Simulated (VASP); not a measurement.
# AlN (F-43m) in VASP: a series of runs

The runs below take AlN through single point, with LDA, PBEsol.

Everything below comes from runs of VASP 6.6.1. Logs are shortened: lines on timing, memory, paths and dates and some standing lists are left out, and cuts for length are marked.

**1. The cell of the first run**

The structure is cubic, space group F-43m (No. 216). Conventional cell: a = 4.454 Å, b = 4.454 Å, c = 4.454 Å, α = 90.00°, β = 90.00°, γ = 90.00°. Within 2.6 Å of Al (site symmetry -43m) lie 4 N at 1.93 Å. Within 2.6 Å of N (site symmetry -43m) lie 4 Al at 1.93 Å.

**2. Single point, LDA (volume scaled by 1.06)**

Contents of INCAR:

```
  ALGO = Normal
  EDIFF = 1E-6
  ENCUT = 520
  ISIF = 2
  ISMEAR = -1
  LASPH = True
  LCHARG = False
  LREAL = False
  LWAVE = False
  NBANDS = 11
  NELM = 100
  PREC = Accurate
  SIGMA = 0.05
```

Contents of KPOINTS:

```
k-points
0
Gamma
  10 10 10
```

Contents of POSCAR:

```
AlN
1.0
    0.0000000000      2.2268278375      2.2268278375
    2.2268278375      0.0000000000      2.2268278375
    2.2268278375      2.2268278375      0.0000000000
Al N
1 1
Direct
    0.0000000000      0.0000000000      0.0000000000
    0.2500000000      0.2500000000      0.2500000000
```

Potentials or basis: VASP PAW LDA potentials, release 64 (Al, N).

Run with:

```
$ cat potpaw_LDA.64/Al/POTCAR potpaw_LDA.64/N/POTCAR > POTCAR
$ mpirun -np 1 vasp_std > vasp.out
```

OUTCAR:

```text
EDIFF = 1E-6
   ENCUT = 520
   ISIF = 2
   ISMEAR = -1
   LASPH = True
   LREAL = False
   NELM = 100
   PREC = Accurate

 ion  position               nearest neighbor table
   1  0.000  0.000  0.000-   2 1.93   2 1.93   2 1.93   2 1.93
   2  0.250  0.250  0.250-   1 1.93   1 1.93   1 1.93   1 1.93

  LATTYP: Found a face centered cubic cell.
 ALAT       =     4.4536556750

  Lattice vectors:

 A1 = (   0.0000000000,   2.2268278375,   2.2268278375)
 A2 = (   2.2268278375,   0.0000000000,   2.2268278375)
 A3 = (   2.2268278375,   2.2268278375,   0.0000000000)

Analysis of symmetry for initial positions (statically):
=====================================================================
 Subroutine PRICEL returns:
 Original cell was already a primitive cell.

 Routine SETGRP: Setting up the symmetry group for a
 face centered cubic supercell.

 Subroutine GETGRP returns: Found 24 space group operations
 (whereof 24 operations were pure point group operations)
 out of a pool of 48 trial point group operations.

The static configuration has the point symmetry T_d .

Analysis of symmetry for dynamics (positions and initial velocities):
=====================================================================
 Subroutine PRICEL returns:
 Original cell was already a primitive cell.

 Routine SETGRP: Setting up the symmetry group for a
 face centered cubic supercell.

 Subroutine GETGRP returns: Found 24 space group operations
 (whereof 24 operations were pure point group operations)
 out of a pool of 48 trial point group operations.

The dynamic configuration has the point symmetry T_d .

 Subroutine INISYM returns: Found 24 space group operations
 (whereof 24 operations are pure point group operations),
 and found     1 'primitive' translations

----------------------------------------------------------------------------------------

                                     Primitive cell

  volume of cell :      22.0846

  direct lattice vectors                    reciprocal lattice vectors
     0.000000000  2.226827838  2.226827838    -0.224534646  0.224534646  0.224534646
     2.226827838  0.000000000  2.226827838     0.224534646 -0.224534646  0.224534646
     2.226827838  2.226827838  0.000000000     0.224534646  0.224534646 -0.224534646

  length of vectors
     3.149210129  3.149210129  3.149210129     0.388905415  0.388905415  0.388905415

  position of ions in fractional coordinates (direct lattice)
     0.000000000  0.000000000  0.000000000
     0.250000000  0.250000000  0.250000000

  ion indices of the primitive-cell ions
   primitive index   ion index
                 1           1
                 2           2

----------------------------------------------------------------------------------------

 KPOINTS: k-points

Automatic generation of k-mesh.
 Grid dimensions read from file:
 generate k-points for:   10   10   10

 Generating k-lattice:

  Cartesian coordinates                     Fractional coordinates (reciprocal lattice)
    -0.022453465  0.022453465  0.022453465     0.100000000  0.000000000  0.000000000
     0.022453465 -0.022453465  0.022453465     0.000000000  0.100000000  0.000000000
     0.022453465  0.022453465 -0.022453465     0.000000000  0.000000000  0.100000000

  Length of vectors
     0.038890541  0.038890541  0.038890541

  Shift w.r.t. Gamma in fractional coordinates (k-lattice)
     0.000000000  0.000000000  0.000000000

 Subroutine IBZKPT returns following result:
 ===========================================

 Found     47 irreducible k-points:

 Following reciprocal coordinates:
            Coordinates               Weight
  0.000000  0.000000  0.000000      1.000000
  0.100000  0.000000  0.000000      8.000000
  0.200000  0.000000  0.000000      8.000000
  0.300000  0.000000  0.000000      8.000000
  0.400000  0.000000  0.000000      8.000000
  0.500000  0.000000  0.000000      4.000000
[... 16 lines left out ...]
  0.300000  0.300000  0.000000      6.000000
  0.400000  0.300000  0.000000     24.000000
 [... further k-points ...]
   k-points           NKPTS =     47   k-points in BZ     NKDIM =     47   number of bands    NBANDS=     11
   number of dos      NEDOS =    301   number of ions     NIONS =      2
   total plane-waves  NPLWV =  13824
   dimension x,y,z NGX =    24 NGY =   24 NGZ =   24
   dimension x,y,z NGXF=    48 NGYF=   48 NGZF=   48
   ions per type =               1   1
   NGX,Y,Z   is equivalent  to a cutoff of  12.67, 12.67, 12.67 a.u.
   NGXF,Y,Z  is equivalent  to a cutoff of  25.34, 25.34, 25.34 a.u.
 SYSTEM =  unknown system
   PREC   = accura    normal or accurate (medium, high low for compatibility)
   ISTART =      0    job   : 0-new  1-cont  2-samecut
   ICHARG =      2    charge: 1-file 2-atom 10-const
   ISPIN  =      1    spin polarized calculation?
   LNONCOLLINEAR =      F non collinear calculations
   LSORBIT =      F    spin-orbit coupling
   LASPH  =      T    aspherical Exc in radial PAW
   ENCUT  =  520.0 eV  38.22 Ry    6.18 a.u.   5.86  5.86  5.86*2*pi/ulx,y,z
   NELM   =    100;   NELMIN=  2; NELMDL= -5     # of ELM steps
   EDIFF  = 0.1E-05   stopping-criterion for ELM
   LREAL  =      F    real-space projection
   EDIFFG = 0.1E-04   stopping-criterion for IOM
   NSW    =      0    number of steps for IOM
   IBRION =     -1    ionic relax: 0-MD 1-quasi-New 2-CG
   NFREE  =      0    steps in history (QN), initial steepest desc. (CG)
   ISIF   =      2    stress and relaxation
   ISYM   =      2    0-nonsym 1-usesym 2-fastsym
   POTIM  = 0.5000    time-step for ionic-motion
   TEBEG  =    0.0;   TEEND  =   0.0 temperature during run
   PSTRESS=    0.0 pullay stress
   NELECT =       8.0000    total number of electrons
   NUPDOWN=      -1.0000    fix difference up-down
   EMIN   =  10.00;   EMAX   =-10.00  energy-range for DOS
   EFERMI =   0.00;   METHOD = LEGACY
   ISMEAR =    -1;   SIGMA  =   0.05  broadening in eV -4-tet -1-fermi 0-gaus
   EFERMI_NEDOS =   21; number of points for ismear=-14 and -15
   IALGO  =     38    algorithm
   IMIX   =      4    mixing-type and parameters
     AMIX     =   0.40;   BMIX     =  1.00
     AMIX_MAG =   1.60;   BMIX_MAG =  1.00
  volume/ion in A,a.u.               =      11.04        74.52
  Fermi-wavevector in a.u.,A,eV,Ry     =   1.167011  2.205331 18.529966  1.361914
  Thomas-Fermi vector in A             =   2.303516
   LORBIT       =      0    0 simple, 1 ext, 2 COOP (PROOUT), +10 PAW based schemes
   GGA     = CA    functional components
   LHFCALC =     F    Hartree Fock is set to
   AEXX    =    0.0000 exact exchange contribution
   IVDW    =     0    specifies the selected vdW correction
   LEPSILON=     F    determine dielectric tensor
   LRPA    =     F    only Hartree local field effects (RPA)
 non-spin polarized calculation
  energy-cutoff  :      520.00
  volume of cell :       22.08
 maximum number of plane-waves:       610
   NGX = 11   NGY = 11   NGZ = 11

 number of electron       8.0000001 magnetization

 Free energy of the ion-electron system (eV)
  ---------------------------------------------------
  ext. energy  EPLUGINS =         0.00000000
  ---------------------------------------------------
  free energy    TOTEN  =       -16.30765579 eV

  energy without entropy =      -16.30765579  energy(sigma->0) =      -16.30765579

 E-fermi :   6.1888     XC(G=0): -11.0147

 val. band max:        5.1701366478   @ k =   0.0000   0.0000   0.0000
 cond. band min:       8.3653925571   @ k =   0.5000   0.5000   0.0000
 fundamental gap:      3.1952559092
 Fermi energy:         6.1887678570

 k-point     1 :       0.0000    0.0000    0.0000
  band No.  band energies     occupation
      1      -9.3201      2.00000
      2       5.1701      2.00000
      3       5.1701      2.00000
      4       5.1701      2.00000
      5       8.8960      0.00000
      6      16.9464      0.00000
      7      16.9464      0.00000
      8      16.9464      0.00000
      9      22.2403      0.00000
     10      22.2403      0.00000
     11      23.5163      0.00000

 k-point     2 :       0.1000    0.0000    0.0000
  band No.  band energies     occupation
      1      -9.1802      2.00000
      2       4.3634      2.00000
      3       5.1184      2.00000
      4       5.1184      2.00000
      5       9.5568      0.00000
      6      16.5671      0.00000
      7      17.0727      0.00000
      8      17.0727      0.00000
      9      21.0321      0.00000
     10      21.0321      0.00000
     11      22.7476      0.00000

 k-point     3 :       0.2000    0.0000    0.0000
  band No.  band energies     occupation
      1      -8.7829      2.00000
      2       2.8038      2.00000
      3       4.9898      2.00000
      4       4.9898      2.00000
      5      10.6505      0.00000
      6      15.8084      0.00000
      7      17.0575      0.00000
      8      17.0575      0.00000
      9      20.4721      0.00000
     10      20.4721      0.00000
     11      21.8652      0.00000

 k-point     4 :       0.3000    0.0000    0.0000
  band No.  band energies     occupation
      1      -8.2065      2.00000
      2       1.2198      2.00000
      3       4.8426      2.00000
      4       4.8426      2.00000
      5      11.4458      0.00000
      6      15.1364      0.00000
      7      16.5129      0.00000
      8      16.5129      0.00000
      9      21.3862      0.00000
     10      21.3862      0.00000
     11      21.5938      0.00000
[... 239 lines left out ...]
 k-point    22 :      -0.2000    0.2000    0.0000
  band No.  band energies     occupation
      1      -8.0170      2.00000
      2       1.5075      2.00000
      3       3.5180      2.00000
      4       4.9112      2.00000
      5      12.2402      0.00000
      6      14.5321      0.00000
      7      15.8576      0.00000
      8      17.0489      0.00000
      9      19.4844      0.00000
     10      22.6246      0.00000
     11      25.6709      0.00000

 k-point    23 :       0.3000    0.3000    0.0000
  band No.  band energies     occupation
      1      -7.8477      2.00000
      2       1.7254      2.00000
      3       3.9598      2.00000
      4       3.9598      2.00000
      5      10.2337      0.00000
      6      14.2474      0.00000
      7      16.3317      0.00000
      8      18.7982      0.00000
      9      18.7982      0.00000
     10      24.8079      0.00000
     11      27.7934      0.00000

 k-point    24 :       0.4000    0.3000    0.0000
  band No.  band energies     occupation
      1      -7.4072      2.00000
      2       1.1167      2.00000
      3       3.5089      2.00000
      4       3.7997      2.00000
      5       9.8677      0.00000
      6      14.1076      0.00000
      7      16.6104      0.00000
      8      18.9120      0.00000
      9      19.3729      0.00000
     10      25.6110      0.00000
     11      27.5757      0.00000

 [... further k-points ...]

------------------------ aborting loop because EDIFF is reached ----------------------------------------

  FORCE on cell =-STRESS in cart. coord.  units (eV):
  Direction    XX          YY          ZZ          XY          YZ          ZX
  --------------------------------------------------------------------------------------
  -------------------------------------------------------------------------------------
  Total       -1.8432251     -1.8432251     -1.8432251      0.0000000     -0.0000000     -0.0000000
  in kB     -133.7208197   -133.7208197   -133.7208197      0.0000000     -0.0000000     -0.0000000
  external PRESSURE =    -133.7208197 kB  Pullay stress =       0.0000000 kB

 VOLUME and BASIS-vectors are now :
 -----------------------------------------------------------------------------
  energy-cutoff  :      520.00
  volume of cell :       22.08
      direct lattice vectors                 reciprocal lattice vectors
     0.000000000  2.226827838  2.226827838    -0.224534646  0.224534646  0.224534646
     2.226827838  0.000000000  2.226827838     0.224534646 -0.224534646  0.224534646
     2.226827838  2.226827838  0.000000000     0.224534646  0.224534646 -0.224534646

 POSITION                                       TOTAL-FORCE (eV/Angst)
 -----------------------------------------------------------------------------------
      0.00000      0.00000      0.00000         0.000000      0.000000      0.000000
      1.11341      1.11341      1.11341        -0.000000     -0.000000     -0.000000
 -----------------------------------------------------------------------------------
    total drift:                                0.000000      0.000000     -0.000000

  FREE ENERGIE OF THE ION-ELECTRON SYSTEM (eV)
  ---------------------------------------------------
  free  energy   TOTEN  =       -16.3076557939 eV

  energy  without entropy=      -16.3076557938  energy(sigma->0) =      -16.30765579
```

It took 3.8 s on 1 thread of Intel Xeon 6975P-C, shared host; peak memory 0.13 GiB.

Results:

| Item | Value |
| --- | --- |
| Free energy | -16.3077 eV |
| Pressure | -13.4 GPa |
| Band gap on the k mesh | 3.20 eV, indirect (least direct gap 3.73 eV) |

Levels at points of the mesh, in eV from the valence-band top:
```csv
k point,band 1,band 2,band 3,band 4,band 5,band 6,band 7,band 8,band 9
"(0.00, 0.00, 0.00)",-14.49,0.00,0.00,0.00,3.73,11.78,11.78,11.78,17.07
"(0.50, 0.00, 0.00)",-12.54,-5.67,-0.48,-0.48,6.75,9.37,10.61,10.61,17.00
"(0.50, 0.50, 0.00)",-11.93,-4.78,-1.73,-1.73,3.20,8.06,13.00,14.79,14.79
```

[end of part 1 of 2]
